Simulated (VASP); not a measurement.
Runs of VASP 6.6.1 on PbS. The structure is that of space group P4/nmm (No. 129), or close to it. The cells are those of the table. 

```csv
task,cell,k mesh,cutoff (eV),smearing,gap on the mesh (eV),pressure (GPa),largest force (eV/Å)
relaxation of cell and atoms,"relaxed from a = 4.112, b = 4.112, c = 6.164 Å, 4 atoms",8 × 8 × 6,600,gaussian 0.02 eV,(a),0.0,-
single point,"a = 4.112, b = 4.112, c = 6.164 Å, 4 atoms",4 × 4 × 4,520,gaussian 0.1 eV,0.77,2.3,0.31
single point,"a = 4.307, b = 4.307, c = 6.431 Å, 4 atoms",8 × 8 × 6,520,gaussian 0.02 eV,(b),(c),0.01
single point,"a = 4.311, b = 4.311, c = 6.186 Å, 4 atoms",8 × 8 × 6,520,gaussian 0.02 eV,0.95,-2.0,-
```

Alike in all rows: level PBE; potentials or basis VASP PAW PBE potentials, release 64 (Pb_d, S); no spin polarisation.

**Question.** Fill in the values left out.

**Answer.** (a) 0.50; (b) 1.40; (c) -1.7.

Caveats: spin-orbit coupling is left out, which moves the levels of the heavy elements.

A k mesh can miss the band edges, and the runs leave out spin-orbit coupling on Pb.
